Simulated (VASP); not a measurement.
# Ce (Fm-3m) in VASP: notebook

Ce is run at these levels: RPBE; tasks: single point.

Program: VASP 6.6.1. These are calculated values, not measurements. Logs are shortened: lines on timing, memory, paths and dates and some standing lists are left out, and cuts for length are marked.

## 1. The cell of the first run

The structure is cubic, space group Fm-3m (No. 225). The conventional cell has a = 4.877 Å, b = 4.877 Å, c = 4.877 Å, α = 90.00°, β = 90.00°, γ = 90.00°. Ce (site symmetry m-3m) has 12 Ce at 3.45 Å within 4.5 Å.

## 2. Single point, RPBE, collinear spin, ferromagnetic start (29.01 Å³/atom)

Input file INCAR:

```
ALGO = Normal
EDIFF = 1E-6
ENCUT = 520
GGA = RP
ISIF = 2
ISMEAR = -1
ISPIN = 2
LASPH = T
LCHARG = F
LMAXMIX = 6
LORBIT = 11
LREAL = F
LWAVE = F
MAGMOM = 1
NBANDS = 16
NELM = 150
PREC = Accurate
SIGMA = 0.05
```

Input file KPOINTS:

```
k-points
0
Gamma
  15 15 15
```

Input file POSCAR:

```
Ce
1.0
    0.0000000000      2.4386433089      2.4386433089
    2.4386433089      0.0000000000      2.4386433089
    2.4386433089      2.4386433089      0.0000000000
Ce
1
Direct
    0.0000000000      0.0000000000      0.0000000000
```

Potentials or basis: VASP PAW PBE potentials, release 64 (Ce).

On the command line:

```console
$ cat potpaw_PBE.64/Ce/POTCAR > POTCAR
$ mpirun -np 1 vasp_std > vasp.out
```

OUTCAR:

```text
EDIFF = 1E-6
   ENCUT = 520
   GGA = RP
   ISIF = 2
   ISMEAR = -1
   ISPIN = 2
   LASPH = T
   LORBIT = 11
   LREAL = F
   NELM = 150
   PREC = Accurate

 ion  position               nearest neighbor table
   1  0.000  0.000  0.000-

  LATTYP: Found a face centered cubic cell.
 ALAT       =     4.8772866178

  Lattice vectors:

 A1 = (   0.0000000000,   2.4386433089,   2.4386433089)
 A2 = (   2.4386433089,   0.0000000000,   2.4386433089)
 A3 = (   2.4386433089,   2.4386433089,   0.0000000000)

Analysis of symmetry for initial positions (statically):
=====================================================================
 Subroutine PRICEL returns:
 Original cell was already a primitive cell.

 Routine SETGRP: Setting up the symmetry group for a
 face centered cubic supercell.

 Subroutine GETGRP returns: Found 48 space group operations
 (whereof 48 operations were pure point group operations)
 out of a pool of 48 trial point group operations.

The static configuration has the point symmetry O_h .

Analysis of symmetry for dynamics (positions and initial velocities):
=====================================================================
 Subroutine PRICEL returns:
 Original cell was already a primitive cell.

 Routine SETGRP: Setting up the symmetry group for a
 face centered cubic supercell.

 Subroutine GETGRP returns: Found 48 space group operations
 (whereof 48 operations were pure point group operations)
 out of a pool of 48 trial point group operations.

The dynamic configuration has the point symmetry O_h .

Analysis of structural, dynamic, and magnetic symmetry:
=====================================================================
 Subroutine PRICEL returns:
 Original cell was already a primitive cell.

 Routine SETGRP: Setting up the symmetry group for a
 face centered cubic supercell.

 Subroutine GETGRP returns: Found 48 space group operations
 (whereof 48 operations were pure point group operations)
 out of a pool of 48 trial point group operations.

The overall configuration has the point symmetry O_h .

 Subroutine INISYM returns: Found 48 space group operations
 (whereof 48 operations are pure point group operations),
 and found     1 'primitive' translations

----------------------------------------------------------------------------------------

                                     Primitive cell

  volume of cell :      29.0051

  direct lattice vectors                    reciprocal lattice vectors
     0.000000000  2.438643309  2.438643309    -0.205032035  0.205032035  0.205032035
     2.438643309  0.000000000  2.438643309     0.205032035 -0.205032035  0.205032035
     2.438643309  2.438643309  0.000000000     0.205032035  0.205032035 -0.205032035

  length of vectors
     3.448762441  3.448762441  3.448762441     0.355125902  0.355125902  0.355125902

  position of ions in fractional coordinates (direct lattice)
     0.000000000  0.000000000  0.000000000

  ion indices of the primitive-cell ions
   primitive index   ion index
                 1           1

----------------------------------------------------------------------------------------

 KPOINTS: k-points

Automatic generation of k-mesh.
 Grid dimensions read from file:
 generate k-points for:   15   15   15

 Generating k-lattice:

  Cartesian coordinates                     Fractional coordinates (reciprocal lattice)
    -0.013668802  0.013668802  0.013668802     0.066666667  0.000000000  0.000000000
     0.013668802 -0.013668802  0.013668802     0.000000000  0.066666667  0.000000000
     0.013668802  0.013668802 -0.013668802     0.000000000  0.000000000  0.066666667

  Length of vectors
     0.023675060  0.023675060  0.023675060

  Shift w.r.t. Gamma in fractional coordinates (k-lattice)
     0.000000000  0.000000000  0.000000000

 Subroutine IBZKPT returns following result:
 ===========================================

 Found    120 irreducible k-points:

 Following reciprocal coordinates:
            Coordinates               Weight
  0.000000  0.000000  0.000000      1.000000
  0.066667  0.000000  0.000000      8.000000
  0.133333  0.000000  0.000000      8.000000
  0.200000  0.000000  0.000000      8.000000
  0.266667  0.000000  0.000000      8.000000
  0.333333  0.000000  0.000000      8.000000
[... 16 lines left out ...]
  0.133333  0.133333  0.000000      6.000000
  0.200000  0.133333  0.000000     24.000000
 [... further k-points ...]
   k-points           NKPTS =    120   k-points in BZ     NKDIM =    120   number of bands    NBANDS=     16
   number of dos      NEDOS =    301   number of ions     NIONS =      1
   total plane-waves  NPLWV =  21952
   dimension x,y,z NGX =    28 NGY =   28 NGZ =   28
   dimension x,y,z NGXF=    56 NGYF=   56 NGZF=   56
   ions per type =               1
   NGX,Y,Z   is equivalent  to a cutoff of  13.50, 13.50, 13.50 a.u.
   NGXF,Y,Z  is equivalent  to a cutoff of  26.99, 26.99, 26.99 a.u.
 SYSTEM =  unknown system
   PREC   = accura    normal or accurate (medium, high low for compatibility)
   ISTART =      0    job   : 0-new  1-cont  2-samecut
   ICHARG =      2    charge: 1-file 2-atom 10-const
   ISPIN  =      2    spin polarized calculation?
   LNONCOLLINEAR =      F non collinear calculations
   LSORBIT =      F    spin-orbit coupling
   LASPH  =      T    aspherical Exc in radial PAW
   ENCUT  =  520.0 eV  38.22 Ry    6.18 a.u.   6.41  6.41  6.41*2*pi/ulx,y,z
   NELM   =    150;   NELMIN=  2; NELMDL= -5     # of ELM steps
   EDIFF  = 0.1E-05   stopping-criterion for ELM
   LREAL  =      F    real-space projection
   EDIFFG = 0.1E-04   stopping-criterion for IOM
   NSW    =      0    number of steps for IOM
   IBRION =     -1    ionic relax: 0-MD 1-quasi-New 2-CG
   NFREE  =      0    steps in history (QN), initial steepest desc. (CG)
   ISIF   =      2    stress and relaxation
   ISYM   =      2    0-nonsym 1-usesym 2-fastsym
   POTIM  = 0.5000    time-step for ionic-motion
   TEBEG  =    0.0;   TEEND  =   0.0 temperature during run
   PSTRESS=    0.0 pullay stress
   NELECT =      12.0000    total number of electrons
   NUPDOWN=      -1.0000    fix difference up-down
   EMIN   =  10.00;   EMAX   =-10.00  energy-range for DOS
   EFERMI =   0.00;   METHOD = LEGACY
   ISMEAR =    -1;   SIGMA  =   0.05  broadening in eV -4-tet -1-fermi 0-gaus
   EFERMI_NEDOS =   21; number of points for ismear=-14 and -15
   IALGO  =     38    algorithm
   IMIX   =      4    mixing-type and parameters
     AMIX     =   0.40;   BMIX     =  1.00
     AMIX_MAG =   1.60;   BMIX_MAG =  1.00
  volume/ion in A,a.u.               =      29.01       195.74
  Fermi-wavevector in a.u.,A,eV,Ry     =   1.219861  2.305203 20.246293  1.488061
  Thomas-Fermi vector in A             =   2.355098
   LORBIT       =     11    0 simple, 1 ext, 2 COOP (PROOUT), +10 PAW based schemes
   GGA     = RP    functional components
   LHFCALC =     F    Hartree Fock is set to
   AEXX    =    0.0000 exact exchange contribution
   IVDW    =     0    specifies the selected vdW correction
   LEPSILON=     F    determine dielectric tensor
   LRPA    =     F    only Hartree local field effects (RPA)
 spin polarized calculation
  energy-cutoff  :      520.00
  volume of cell :       29.01
 maximum number of plane-waves:       801
 NGX is ok and might be reduce to    28
   NGX = 13   NGY = 13   NGZ = 13

 number of electron      12.0000000 magnetization       0.0008538

 number of electron      12.0000000 magnetization      -0.0004851

 Free energy of the ion-electron system (eV)
  ---------------------------------------------------
  ext. energy  EPLUGINS =         0.00000000
  ---------------------------------------------------
  free energy    TOTEN  =        -5.47755752 eV

  energy without entropy =       -5.45539552  energy(sigma->0) =       -5.46647652

 E-fermi :   8.5062     XC(G=0): -10.7707

 val. band max:        8.4934985519   @ k =   0.4000   0.0000   0.0000
 cond. band min:       8.5062686654   @ k =   0.3333   0.1333   0.0000
 fundamental gap:      0.0127701135
 Fermi energy:         8.5062443726

 spin component 1

 k-point     1 :       0.0000    0.0000    0.0000
  band No.  band energies     occupation
      1     -26.1838      1.00000
      2      -7.7303      1.00000
      3      -7.7303      1.00000
      4      -7.7303      1.00000
      5       5.4557      1.00000
      6       8.3691      0.93950
[... 8 lines left out ...]
     15      10.2247      0.00000
     16      13.2838      0.00000

 k-point     2 :       0.0667    0.0000    0.0000
  band No.  band energies     occupation
      1     -26.1686      1.00000
      2      -7.8455      1.00000
      3      -7.7431      1.00000
      4      -7.7431      1.00000
      5       5.6329      1.00000
      6       8.3277      0.97266
[... 8 lines left out ...]
     15      10.3785      0.00000
     16      13.2078      0.00000
[... 387 lines left out ...]
      5       6.3268      1.00000
      6       8.1199      0.99956
[... 8 lines left out ...]
     15      11.0567      0.00000
     16      12.2545      0.00000

 k-point    24 :       0.2000    0.1333    0.0000
  band No.  band energies     occupation
      1     -26.0552      1.00000
      2      -8.4275      1.00000
      3      -7.9427      1.00000
      4      -7.9234      1.00000
      5       6.7816      1.00000
      6       7.9981      0.99996
[... 8 lines left out ...]
     15      11.3829      0.00000
     16      12.1245      0.00000

 [... further k-points ...]

 spin component 2

 k-point     1 :       0.0000    0.0000    0.0000
  band No.  band energies     occupation
      1     -26.1840      1.00000
      2      -7.7305      1.00000
      3      -7.7305      1.00000
      4      -7.7305      1.00000
      5       5.4555      1.00000
      6       8.3688      0.93988
[... 8 lines left out ...]
     15      10.2245      0.00000
     16      13.2836      0.00000

 k-point     2 :       0.0667    0.0000    0.0000
  band No.  band energies     occupation
      1     -26.1689      1.00000
      2      -7.8458      1.00000
      3      -7.7434      1.00000
      4      -7.7434      1.00000
      5       5.6326      1.00000
      6       8.3273      0.97284
[... 8 lines left out ...]
     15      10.3783      0.00000
     16      13.2076      0.00000
[... 387 lines left out ...]
      5       6.3266      1.00000
      6       8.1196      0.99956
[... 8 lines left out ...]
     15      11.0565      0.00000
     16      12.2543      0.00000

 k-point    24 :       0.2000    0.1333    0.0000
  band No.  band energies     occupation
      1     -26.0555      1.00000
      2      -8.4278      1.00000
      3      -7.9430      1.00000
      4      -7.9236      1.00000
      5       6.7814      1.00000
      6       7.9978      0.99996
[... 8 lines left out ...]
     15      11.3827      0.00000
     16      12.1243      0.00000

 [... further k-points ...]
[... 5 lines left out ...]
  --------------------------------------------------------------------------------------
  -------------------------------------------------------------------------------------
  Total       -0.2402589     -0.2402589     -0.2402589      0.0000000      0.0000000      0.0000000
  in kB      -13.2713536    -13.2713536    -13.2713536      0.0000000      0.0000000      0.0000000
  external PRESSURE =     -13.2713536 kB  Pullay stress =       0.0000000 kB

 VOLUME and BASIS-vectors are now :
 -----------------------------------------------------------------------------
  energy-cutoff  :      520.00
  volume of cell :       29.01
      direct lattice vectors                 reciprocal lattice vectors
     0.000000000  2.438643309  2.438643309    -0.205032035  0.205032035  0.205032035
     2.438643309  0.000000000  2.438643309     0.205032035 -0.205032035  0.205032035
     2.438643309  2.438643309  0.000000000     0.205032035  0.205032035 -0.205032035

 POSITION                                       TOTAL-FORCE (eV/Angst)
 -----------------------------------------------------------------------------------
      0.00000      0.00000      0.00000         0.000000      0.000000      0.000000
 -----------------------------------------------------------------------------------
    total drift:                               -0.000000      0.000000      0.000000

  FREE ENERGIE OF THE ION-ELECTRON SYSTEM (eV)
  ---------------------------------------------------
  free  energy   TOTEN  =        -5.4775575247 eV

  energy  without entropy=       -5.4553955152  energy(sigma->0) =       -5.46647652

 total charge

# of ion       s       p       d       f       tot
--------------------------------------------------
    1        2.093   5.591   1.140   1.005   9.829

 magnetization (x)

# of ion       s       p       d       f       tot
--------------------------------------------------
    1       -0.000   0.000  -0.000  -0.000  -0.000
```

It took 3.7 min on 1 thread of Oxide Virtual Turin-like, shared host; peak memory 0.22 GiB.

What came out:

```yaml
Free_energy: -5.4776 eV
Pressure: -1.3 GPa
Band_gap_on_the_k_mesh: zero (filled and empty bands overlap)
Net_moment: 0.00 μB per cell
Valence_electrons_inside_the_program's_atomic_spheres: Ce 9.83
```

Caveat: the magnetic or orbital state may not be the lowest; the moments typed at the start vanished in this run; the PAW data sets were made with another functional, which shifts forces and pressure a little; spin-orbit coupling is left out, which moves the levels of the heavy elements; semilocal functionals describe open f shells poorly, which spoils levels, moments and volumes. The state reached can hang on the start; a lower one may exist.

## 3. Single point, RPBE, collinear spin, ferromagnetic start (30.12 Å³/atom)

This run uses another cell than the first one, of 30.12 Å³/atom.

Input file INCAR:

```
SYSTEM = Ce
ALGO = Normal
EDIFF = 1E-7
ENCUT = 520
GGA = RP
ISIF = 2
ISMEAR = -1
ISPIN = 2
LASPH = .TRUE.
LCHARG = .FALSE.
LMAXMIX = 6
LORBIT = 11
LREAL = .FALSE.
LWAVE = .FALSE.
MAGMOM = 1
NBANDS = 16
NELM = 150
PREC = Accurate
SIGMA = 0.05
```

Input file KPOINTS:

```
k-points
0
G
  15 15 15
  0 0 0
```

Input file POSCAR:

```
Ce
1.0
    0.0000000000      2.4695154889      2.4695154889
    2.4695154889      0.0000000000      2.4695154889
    2.4695154889      2.4695154889      0.0000000000
Ce
1
Direct
    0.0000000000      0.0000000000      0.0000000000
```

Potentials or basis: VASP PAW PBE potentials, release 64 (Ce).

On the command line:

```console
$ cat potpaw_PBE.64/Ce/POTCAR > POTCAR
$ mpirun -np 1 vasp_std > vasp.out
```

OUTCAR:

```text
SYSTEM = Ce
   EDIFF = 1E-7
   ENCUT = 520
   GGA = RP
   ISIF = 2
   ISMEAR = -1
   ISPIN = 2
   LASPH = .TRUE.
   LORBIT = 11
   LREAL = .FALSE.
   NELM = 150
   PREC = Accurate

 ion  position               nearest neighbor table
   1  0.000  0.000  0.000-

  LATTYP: Found a face centered cubic cell.
 ALAT       =     4.9390309778

  Lattice vectors:

 A1 = (   0.0000000000,   2.4695154889,   2.4695154889)
 A2 = (   2.4695154889,   0.0000000000,   2.4695154889)
 A3 = (   2.4695154889,   2.4695154889,   0.0000000000)

Analysis of symmetry for initial positions (statically):
=====================================================================
 Subroutine PRICEL returns:
 Original cell was already a primitive cell.

 Routine SETGRP: Setting up the symmetry group for a
 face centered cubic supercell.

 Subroutine GETGRP returns: Found 48 space group operations
 (whereof 48 operations were pure point group operations)
 out of a pool of 48 trial point group operations.

The static configuration has the point symmetry O_h .

Analysis of symmetry for dynamics (positions and initial velocities):
=====================================================================
 Subroutine PRICEL returns:
 Original cell was already a primitive cell.

[... 633 lines left out ...]

 [... further k-points ...]

 spin component 2

 k-point     1 :       0.0000    0.0000    0.0000
  band No.  band energies     occupation
      1     -26.5536      1.00000
      2      -8.2239      1.00000
      3      -8.2239      1.00000
      4      -8.2239      1.00000
      5       5.0168      1.00000
      6       8.0128      0.90873
[... 435 lines left out ...]
      5       6.2930      1.00000
      6       7.6772      0.99988
[... 8 lines left out ...]
     15      10.9263      0.00000
     16      11.6379      0.00000

 [... further k-points ...]
[... 5 lines left out ...]
  --------------------------------------------------------------------------------------
  -------------------------------------------------------------------------------------
  Total       -0.4375483     -0.4375483     -0.4375483     -0.0000000      0.0000000      0.0000000
  in kB      -23.2740170    -23.2740170    -23.2740170     -0.0000000      0.0000000      0.0000000
  external PRESSURE =     -23.2740170 kB  Pullay stress =       0.0000000 kB

 VOLUME and BASIS-vectors are now :
 -----------------------------------------------------------------------------
  energy-cutoff  :      520.00
  volume of cell :       30.12
      direct lattice vectors                 reciprocal lattice vectors
     0.000000000  2.469515489  2.469515489    -0.202468866  0.202468866  0.202468866
     2.469515489  0.000000000  2.469515489     0.202468866 -0.202468866  0.202468866
     2.469515489  2.469515489  0.000000000     0.202468866  0.202468866 -0.202468866

 POSITION                                       TOTAL-FORCE (eV/Angst)
 -----------------------------------------------------------------------------------
      0.00000      0.00000      0.00000         0.000000      0.000000      0.000000
 -----------------------------------------------------------------------------------
    total drift:                               -0.000000      0.000000      0.000000

  FREE ENERGIE OF THE ION-ELECTRON SYSTEM (eV)
  ---------------------------------------------------
  free  energy   TOTEN  =        -5.4660848484 eV

  energy  without entropy=       -5.4415378813  energy(sigma->0) =       -5.45381136

 total charge

# of ion       s       p       d       f       tot
--------------------------------------------------
    1        2.093   5.598   1.099   1.000   9.790

 magnetization (x)

# of ion       s       p       d       f       tot
--------------------------------------------------
    1        0.000   0.000   0.000  -0.000  -0.000
```

OSZICAR:

```text
N       E                     dE             d eps       ncg     rms          rms(c)
DAV:   1     0.892325791004E+02    0.89233E+02   -0.47631E+03  7864   0.886E+02
DAV:   2     0.133131200124E+01   -0.87901E+02   -0.74529E+02  9824   0.150E+02
DAV:   3    -0.563562285376E+01   -0.69669E+01   -0.67845E+01  8736   0.571E+01
DAV:   4    -0.583426381005E+01   -0.19864E+00   -0.19778E+00 13200   0.768E+00
DAV:   5    -0.583863127701E+01   -0.43675E-02   -0.43663E-02  9616   0.891E-01    0.742E+00
DAV:   6    -0.627233645285E+01   -0.43371E+00   -0.72445E+00  7944   0.150E+01    0.874E+00
DAV:   7    -0.556444732168E+01    0.70789E+00   -0.21739E+00  7712   0.153E+01    0.348E+00
DAV:   8    -0.546862455845E+01    0.95823E-01   -0.11857E-01 10712   0.295E+00    0.116E+00
DAV:   9    -0.546444554796E+01    0.41790E-02   -0.24202E-02 11472   0.124E+00    0.315E-01
DAV:  10    -0.546570112985E+01   -0.12556E-02   -0.21218E-03 10392   0.223E-01    0.236E-01
DAV:  11    -0.546606204996E+01   -0.36092E-03   -0.80340E-04 10608   0.222E-01    0.923E-02
DAV:  12    -0.546610605401E+01   -0.44004E-04   -0.11033E-04 12104   0.692E-02    0.643E-02
DAV:  13    -0.546609413469E+01    0.11919E-04   -0.49762E-06 11512   0.188E-02    0.370E-02
DAV:  14    -0.546608583033E+01    0.83044E-05   -0.11561E-05  9184   0.314E-02    0.103E-02
DAV:  15    -0.546608507625E+01    0.75408E-06   -0.30520E-06 13392   0.112E-02    0.218E-03
DAV:  16    -0.546608490291E+01    0.17334E-06   -0.75939E-08  5824   0.219E-03    0.146E-03
DAV:  17    -0.546608484843E+01    0.54484E-07   -0.30930E-08  4160   0.149E-03
   1 F= -.54660848E+01 E0= -.54538114E+01  d E =-.245470E-01  mag=    -0.0001
```

Run time: 3 min. Hardware: 1 thread of Oxide Virtual Turin-like, shared host; peak memory 0.22 GiB.

What came out:

| Item | Value |
| --- | --- |
| Free energy | -5.4661 eV |
| Pressure | -2.3 GPa |
| Band gap on the k mesh | zero (filled and empty bands overlap) |
| Net moment | 0.00 μB per cell |
| Valence electrons inside the program's atomic spheres | Ce 9.79 |

Caveat: the magnetic or orbital state may not be the lowest; the moments typed at the start vanished in this run; the PAW data sets were made with another functional, which shifts forces and pressure a little; spin-orbit coupling is left out, which moves the levels of the heavy elements; semilocal functionals describe open f shells poorly, which spoils levels, moments and volumes.

(Part 1 of 2 ends here.)
